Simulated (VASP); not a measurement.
# TaS2 (P-3m1) in VASP: a series of runs, part 2 of 2

VASP 6.6.1. The steps go on from the part before.

**3. Single point, BLYP+D4**

File INCAR:

```
SYSTEM = TaS2
AGGAC = 1.0
AGGAX = 1.0
ALDAC = 0.0
ALDAX = 1.0
ALGO = Normal
EDIFF = 1E-6
ENCUT = 500
GGA = B5
GGA_COMPAT = .FALSE.
ISIF = 2
ISMEAR = -1
IVDW = 13
LASPH = .TRUE.
LCHARG = .FALSE.
LREAL = .FALSE.
LWAVE = .FALSE.
NBANDS = 18
NELM = 120
PREC = Accurate
SIGMA = 0.05
VDW_A1 = 0.44488865
VDW_A2 = 4.0933009
VDW_S6 = 1.0
VDW_S8 = 2.34076671
```

File KPOINTS:

```
k-points
0
G
  9 9 5
  0 0 0
```

File POSCAR:

```
TaS2
1.0
    3.4157029551      0.0000000000      0.0000000000
   -1.7078514776      2.9580855309      0.0000000000
    0.0000000000      0.0000000000      5.9749311394
Ta S
1 2
Direct
    0.0000000000      0.0000000000      0.0000000000
    0.6666666667      0.3333333333      0.7500000000
    0.3333333333      0.6666666667      0.2500000000
```

Potentials or basis: VASP PAW PBE potentials, release 64 (Ta_pv, S).

Started as:

```bash
$ cat potpaw_PBE.64/Ta_pv/POTCAR potpaw_PBE.64/S/POTCAR > POTCAR
$ mpirun -np 1 vasp_std > vasp.out
```

OUTCAR:

```text
SYSTEM = TaS2
   EDIFF = 1E-6
   ENCUT = 500
   GGA = B5
   ISIF = 2
   ISMEAR = -1
   IVDW = 13
   LASPH = .TRUE.
   LREAL = .FALSE.
   NELM = 120
   PREC = Accurate

 ion  position               nearest neighbor table
   1  0.000  0.000  0.000-   2 2.47   3 2.47   2 2.47   3 2.47   2 2.47   3 2.47
   2  0.667  0.333  0.750-   1 2.47   1 2.47   1 2.47
   3  0.333  0.667  0.250-   1 2.47   1 2.47   1 2.47

  LATTYP: Found a hexagonal cell.
 ALAT       =     3.4157029551
 C/A-ratio  =     1.7492537314

  Lattice vectors:

[... 695 lines left out ...]
  DFT-D4 for vdW energy calculation

  Edisp (eV):   -1.79472

  FORCE on cell =-STRESS in cart. coord.  units (eV):
  Direction    XX          YY          ZZ          XY          YZ          ZX
  --------------------------------------------------------------------------------------
  -------------------------------------------------------------------------------------
  Total       0.42695     0.42695     0.93418    -0.00000    -0.00000     0.00000
  in kB      11.33088    11.33088    24.79225    -0.00000    -0.00000     0.00000
  external pressure =       15.82 kB  Pullay stress =        0.00 kB

 VOLUME and BASIS-vectors are now :
 -----------------------------------------------------------------------------
  energy-cutoff  :      500.00
  volume of cell :       60.37
      direct lattice vectors                 reciprocal lattice vectors
     3.415702955  0.000000000  0.000000000     0.292765505  0.169028243  0.000000000
    -1.707851478  2.958085531  0.000000000     0.000000000  0.338056486  0.000000000
     0.000000000  0.000000000  5.974931139     0.000000000  0.000000000  0.167365946

 POSITION                                       TOTAL-FORCE (eV/Angst)
 -----------------------------------------------------------------------------------
      0.00000      0.00000      0.00000         0.000000      0.000000      0.000000
      1.70785      0.98603      4.48120         0.000000     -0.000000     -0.568721
     -0.00000      1.97206      1.49373        -0.000000      0.000000      0.568721
 -----------------------------------------------------------------------------------
    total drift:                               -0.000000     -0.000000     -0.000000

  FREE ENERGIE OF THE ION-ELECTRON SYSTEM (eV)
  ---------------------------------------------------
  free  energy   TOTEN  =       -22.4777258416 eV

  energy  without entropy=      -22.4612551027  energy(sigma->0) =      -22.46949047
```

OSZICAR:

```text
N       E                     dE             d eps       ncg     rms          rms(c)
DAV:   1     0.151707929823E+03    0.15171E+03   -0.11210E+04  1800   0.111E+03
DAV:   2    -0.158535301033E+02   -0.16756E+03   -0.16447E+03  2338   0.285E+02
DAV:   3    -0.225932280488E+02   -0.67397E+01   -0.66830E+01  2350   0.547E+01
DAV:   4    -0.226749638372E+02   -0.81736E-01   -0.81664E-01  2328   0.656E+00
DAV:   5    -0.226764034783E+02   -0.14396E-02   -0.14395E-02  2330   0.857E-01    0.180E+01
DAV:   6    -0.207862584077E+02    0.18901E+01   -0.82116E+00  2030   0.169E+01    0.940E+00
DAV:   7    -0.206952527441E+02    0.91006E-01   -0.74599E-01  1980   0.510E+00    0.504E+00
DAV:   8    -0.206858771557E+02    0.93756E-02   -0.16527E-01  2188   0.253E+00    0.111E+00
DAV:   9    -0.206830580734E+02    0.28191E-02   -0.15003E-02  1988   0.818E-01    0.548E-01
DAV:  10    -0.206830383722E+02    0.19701E-04   -0.22945E-03  2172   0.283E-01    0.175E-01
DAV:  11    -0.206829904579E+02    0.47914E-04   -0.43302E-04  2110   0.123E-01    0.430E-02
DAV:  12    -0.206830026926E+02   -0.12235E-04   -0.33205E-05  2022   0.414E-02    0.149E-02
DAV:  13    -0.206830016830E+02    0.10095E-05   -0.53912E-06  2028   0.145E-02    0.128E-02
DAV:  14    -0.206830014667E+02    0.21639E-06   -0.53390E-07   980   0.514E-03
   1 F= -.22477726E+02 E0= -.22469490E+02  d E =-.164707E-01
```

stdout:

```text
POSCAR found type information on POSCAR TaS
 POSCAR found :  2 types and       3 ions
 scaLAPACK will be used
 -----------------------------------------------------------------------------
|                                                                             |
|                                                                             |
|     You enforced a specific xc type in the INCAR file but a different       |
|     I HOPE YOU KNOW WHAT YOU ARE DOING!                                     |
|                                                                             |
 -----------------------------------------------------------------------------

 LDA part: xc-table for (Slater(with rela. corr.)+VWN5), standard interpolation
 POSCAR, INCAR and KPOINTS ok, starting setup
 FFT: planning ... GRIDC
 FFT: planning ... GRID_SOFT
 FFT: planning ... GRID
 WAVECAR not read
 entering main loop
```

Run time: 58 s. Hardware: 1 thread of AMD EPYC 7R13 (Zen 3), shared host; peak memory 0.18 GiB.

What came out:

```
Free energy                : -22.4777 eV
Pressure                   : 1.6 GPa
Largest force              : 0.569 eV/Å
Band gap on the k mesh     : zero (an odd number of electrons rules out a gap without spin polarisation)
Dispersion energy per atom : -0.598 eV
```

Forces in eV/Å, atoms in the order of the input:
```
Ta   0.000  0.000  0.000
S    0.000  0.000 -0.569
S    0.000  0.000  0.569
```

Stress tensor (GPa, compression positive):
```
1.13 0.00 0.00
0.00 1.13 0.00
0.00 0.00 2.48
```

Caveat: the PAW data sets were made with another functional, which shifts forces and pressure a little; spin-orbit coupling is left out, which moves the levels of the heavy elements.

**4. Single point, LDA+U**

This run uses another cell than the first one, of 18.98 Å³/atom.

File INCAR:

```
PREC = Accurate
ENCUT = 500
EDIFF = 1E-6
ISMEAR = -1
SIGMA = 0.05
LREAL = F
LASPH = T
NELM = 200
ALGO = Normal
ISIF = 2
LWAVE = F
LCHARG = T
LMAXMIX = 4
LDAU = T
LDAUTYPE = 2
LDAUL = 2 -1
LDAUU = 6 0
LDAUJ = 0 0
LDAUPRINT = 1
LELF = T
LVHAR = T
NBANDS = 18
GGA_COMPAT = F
```

File KPOINTS:

```
Automatic mesh
0
Gamma
  9 9 5
```

File POSCAR:

```
TaS2
1.0
    3.3500000000      0.0000000000      0.0000000000
   -1.6750000000      2.9011851027      0.0000000000
    0.0000000000      0.0000000000      5.8600000000
Ta S
1 2
Direct
    0.0000000000      0.0000000000      0.0000000000
    0.6666666667      0.3333333333      0.7500000000
    0.3333333333      0.6666666667      0.2500000000
```

Potentials or basis: VASP PAW LDA potentials, release 64 (Ta_pv, S).

Started as:

```bash
$ cat potpaw_LDA.64/Ta_pv/POTCAR potpaw_LDA.64/S/POTCAR > POTCAR
$ mpirun -np 1 vasp_std > vasp.out
```

OUTCAR:

```text
PREC = Accurate
   ENCUT = 500
   EDIFF = 1E-6
   ISMEAR = -1
   LREAL = F
   LASPH = T
   NELM = 200
   ISIF = 2

 ion  position               nearest neighbor table
   1  0.000  0.000  0.000-   2 2.43   3 2.43   2 2.43   3 2.43   2 2.43   3 2.43
   2  0.667  0.333  0.750-   1 2.43   1 2.43   1 2.43
   3  0.333  0.667  0.250-   1 2.43   1 2.43   1 2.43

  LATTYP: Found a hexagonal cell.
 ALAT       =     3.3500000000
 C/A-ratio  =     1.7492537313

  Lattice vectors:

 A1 = (   3.3500000000,   0.0000000000,   0.0000000000)
 A2 = (  -1.6750000000,   2.9011851027,   0.0000000000)
 A3 = (   0.0000000000,   0.0000000000,   5.8600000000)

Analysis of symmetry for initial positions (statically):
=====================================================================
 Subroutine PRICEL returns:
 Original cell was already a primitive cell.

 Routine SETGRP: Setting up the symmetry group for a
 hexagonal supercell.

 Subroutine GETGRP returns: Found 12 space group operations
 (whereof 12 operations were pure point group operations)
 out of a pool of 24 trial point group operations.

The static configuration has the point symmetry D_3d.

Analysis of symmetry for dynamics (positions and initial velocities):
=====================================================================
 Subroutine PRICEL returns:
 Original cell was already a primitive cell.

 Routine SETGRP: Setting up the symmetry group for a
 hexagonal supercell.
[... 173 lines left out ...]
  o =  0.1788  v = -0.9097  0.0000 -0.0000 -0.4153 -0.0000  0.0000  0.0000  0.0000  0.0000  0.0000      0.0000  0.0000  0.0000  0.0000  0.0000  0.0000  0.0000  0.0000  0.0000  0.0000
  o =  0.1788  v =  0.0000  0.4153  0.0000 -0.0000  0.9097  0.0000  0.0000  0.0000  0.0000  0.0000      0.0000  0.0000  0.0000  0.0000  0.0000  0.0000  0.0000  0.0000  0.0000  0.0000
  o =  0.1788  v =  0.0000  0.0000  0.0000  0.0000  0.0000  0.0000  0.4153  0.0000 -0.0000  0.9097      0.0000  0.0000  0.0000  0.0000  0.0000  0.0000  0.0000  0.0000  0.0000  0.0000
  o =  0.2747  v =  0.4153  0.0000 -0.0000 -0.9097 -0.0000  0.0000  0.0000  0.0000  0.0000  0.0000      0.0000  0.0000  0.0000  0.0000  0.0000  0.0000  0.0000  0.0000  0.0000  0.0000
  o =  0.2747  v =  0.0000  0.0000  0.0000  0.0000  0.0000  0.4153  0.0000 -0.0000 -0.9097 -0.0000      0.0000  0.0000  0.0000  0.0000  0.0000  0.0000  0.0000  0.0000  0.0000  0.0000
  o =  0.2747  v =  0.0000  0.0000  0.0000  0.0000  0.0000  0.0000  0.9097 -0.0000  0.0000 -0.4153      0.0000  0.0000  0.0000  0.0000  0.0000  0.0000  0.0000  0.0000  0.0000  0.0000
  o =  0.2747  v =  0.0000  0.9097 -0.0000  0.0000 -0.4153  0.0000  0.0000  0.0000  0.0000  0.0000      0.0000  0.0000  0.0000  0.0000  0.0000  0.0000  0.0000  0.0000  0.0000  0.0000

 number of electron      23.0000003 magnetization

 Free energy of the ion-electron system (eV)
  ---------------------------------------------------
  ext. energy  EPLUGINS =         0.00000000
  ---------------------------------------------------
  free energy    TOTEN  =       -20.20525908 eV

  energy without entropy =      -20.19355369  energy(sigma->0) =      -20.19940639

 E-fermi :   6.0603     XC(G=0): -10.8319

 val. band max:        6.0363779578   @ k =   0.3333   0.1111   0.2000
 cond. band min:       6.0843384437   @ k =   0.2222   0.1111   0.0000
 fundamental gap:      0.0479604858
 Fermi energy:         6.0602823082

 k-point     1 :       0.0000    0.0000    0.0000
  band No.  band energies     occupation
      1     -30.5240      2.00000
      2     -30.5221      2.00000
      3     -30.5221      2.00000
      4      -9.4751      2.00000
      5      -7.2865      2.00000
      6      -1.2905      2.00000
[... 481 lines left out ...]
      5      -7.3306      2.00000
      6      -0.1580      2.00000
[... 10 lines left out ...]
     17      12.2314      0.00000
     18      13.0389      0.00000

 [... further k-points ...]

------------------------ aborting loop because EDIFF is reached ----------------------------------------

  FORCE on cell =-STRESS in cart. coord.  units (eV):
  Direction    XX          YY          ZZ          XY          YZ          ZX
  --------------------------------------------------------------------------------------
  -------------------------------------------------------------------------------------
  Total        2.7880733      2.7880733      3.8596781      0.0000000     -0.0000000      0.0000000
  in kB       78.4326535     78.4326535    108.5784915      0.0000000     -0.0000000      0.0000000
  external PRESSURE =      88.4812662 kB  Pullay stress =       0.0000000 kB

 VOLUME and BASIS-vectors are now :
 -----------------------------------------------------------------------------
  energy-cutoff  :      500.00
  volume of cell :       56.95
      direct lattice vectors                 reciprocal lattice vectors
     3.350000000  0.000000000  0.000000000     0.298507463  0.172343364  0.000000000
    -1.675000000  2.901185103  0.000000000     0.000000000  0.344686728  0.000000000
     0.000000000  0.000000000  5.860000000     0.000000000  0.000000000  0.170648464

 POSITION                                       TOTAL-FORCE (eV/Angst)
 -----------------------------------------------------------------------------------
      0.00000      0.00000      0.00000        -0.000000      0.000000      0.000000
      1.67500      0.96706      4.39500        -0.000000      0.000000     -1.449669
     -0.00000      1.93412      1.46500         0.000000      0.000000      1.449669
 -----------------------------------------------------------------------------------
    total drift:                               -0.000000      0.000000      0.000000

  FREE ENERGIE OF THE ION-ELECTRON SYSTEM (eV)
  ---------------------------------------------------
  free  energy   TOTEN  =       -20.2052590821 eV

  energy  without entropy=      -20.1935536924  energy(sigma->0) =      -20.19940639
```

OSZICAR:

```text
N       E                     dE             d eps       ncg     rms          rms(c)
DAV:   1     0.147414222338E+03    0.14741E+03   -0.11274E+04  1800   0.112E+03
DAV:   2    -0.163398394037E+02   -0.16375E+03   -0.16036E+03  2324   0.283E+02
DAV:   3    -0.224197832708E+02   -0.60799E+01   -0.60528E+01  2322   0.527E+01
DAV:   4    -0.224870284430E+02   -0.67245E-01   -0.67174E-01  2358   0.598E+00
DAV:   5    -0.224881385822E+02   -0.11101E-02   -0.11101E-02  2310   0.756E-01    0.208E+01
DAV:   6    -0.203586434502E+02    0.21295E+01   -0.66641E+00  2074   0.173E+01    0.109E+01
DAV:   7    -0.202163665470E+02    0.14228E+00   -0.59293E-01  2046   0.502E+00    0.416E+00
DAV:   8    -0.202065143958E+02    0.98522E-02   -0.99457E-02  2342   0.184E+00    0.111E+00
DAV:   9    -0.202051094465E+02    0.14049E-02   -0.93282E-03  2266   0.638E-01    0.544E-01
DAV:  10    -0.202051936262E+02   -0.84180E-04   -0.19099E-03  2226   0.287E-01    0.115E-01
DAV:  11    -0.202052296673E+02   -0.36041E-04   -0.17142E-04  2280   0.790E-02    0.554E-02
DAV:  12    -0.202052573906E+02   -0.27723E-04   -0.61182E-05  2068   0.520E-02    0.384E-02
DAV:  13    -0.202052585661E+02   -0.11755E-05   -0.60964E-06  2254   0.150E-02    0.629E-03
DAV:  14    -0.202052590821E+02   -0.51603E-06   -0.12961E-06  1438   0.723E-03
   1 F= -.20205259E+02 E0= -.20199406E+02  d E =-.117054E-01
```

Run time: 42 s. Hardware: 1 thread of AMD EPYC 7R13 (Zen 3), shared host; peak memory 0.15 GiB.

Results:

| Quantity | Value |
| --- | --- |
| Free energy | -20.2053 eV |
| Pressure | 8.8 GPa |
| Largest force | 1.450 eV/Å |
| Band gap on the k mesh | zero (an odd number of electrons rules out a gap without spin polarisation) |

Forces in eV/Å, atoms in the order of the input:
```
Ta   0.000  0.000  0.000
S    0.000  0.000 -1.450
S    0.000  0.000  1.450
```

Levels at points of the mesh, in eV from the Fermi level:
| k point | band 8 | band 9 | band 10 | band 11 | band 12 | band 13 | band 14 | band 15 |
| --- | --- | --- | --- | --- | --- | --- | --- | --- |
| (0.00, 0.00, 0.00) | -4.42 | -1.68 | -1.13 | -1.13 | 0.13 | 0.13 | 0.35 | 3.92 |

Eigenvalues of the final occupation matrices:
| site | spin | trace | eigenvalues |
| --- | --- | --- | --- |
| site 1 d | 1 | 1.08 | 0.18 0.18 0.18 0.27 0.27 |
| site 1 d | 2 | 1.08 | 0.18 0.18 0.18 0.27 0.27 |

Caveat: the cell stands under pressure; spin-orbit coupling is left out, which moves the levels of the heavy elements; U without spin polarisation on a metal has little footing; forces of over 1 eV/Å act on the atoms, so gaps and moduli don't describe the material at rest.

**5. The runs side by side**

```tsv
level	potentials or basis	U	cell	gap on the mesh (eV)	pressure (GPa)	largest force (eV/Å)
RPBE	VASP PAW PBE potentials, release 64 (Ta_pv, S)	-	a = 3.416, b = 3.416, c = 5.975 Å, angles 90.0, 90.0, 120.0°, 3 atoms	none	3.3	0.36
BLYP+D4	VASP PAW PBE potentials, release 64 (Ta_pv, S)	-	a = 3.416, b = 3.416, c = 5.975 Å, angles 90.0, 90.0, 120.0°, 3 atoms	none	1.6	0.57
LDA+U	VASP PAW LDA potentials, release 64 (Ta_pv, S)	Ta d U = 6.0 eV	a = 3.350, b = 3.350, c = 5.860 Å, angles 90.0, 90.0, 120.0°, 3 atoms	none	8.8	1.45
```

Alike in all rows: task single point; no spin polarisation; k mesh 9 × 9 × 5; cutoff (eV) 500; smearing fermi-dirac 0.05 eV.

Caveats: spin-orbit coupling is left out, which moves the levels of the heavy elements; the cell stands under pressure (at least some runs); the PAW data sets were made with another functional, which shifts forces and pressure a little (at least some runs); this functional lacks dispersion, which binds layers or chains, so the pressure and a relaxed spacing across them are unreliable (at least some runs); U without spin polarisation on a metal has little footing (at least some runs); forces of over 1 eV/Å act on the atoms, so gaps and moduli don't describe the material at rest (at least some runs).

Total energies depend on the potentials used, so only differences within one code and one set of settings carry meaning.

The gap in the log of VASP goes by the Fermi energy; the results here count the filled bands.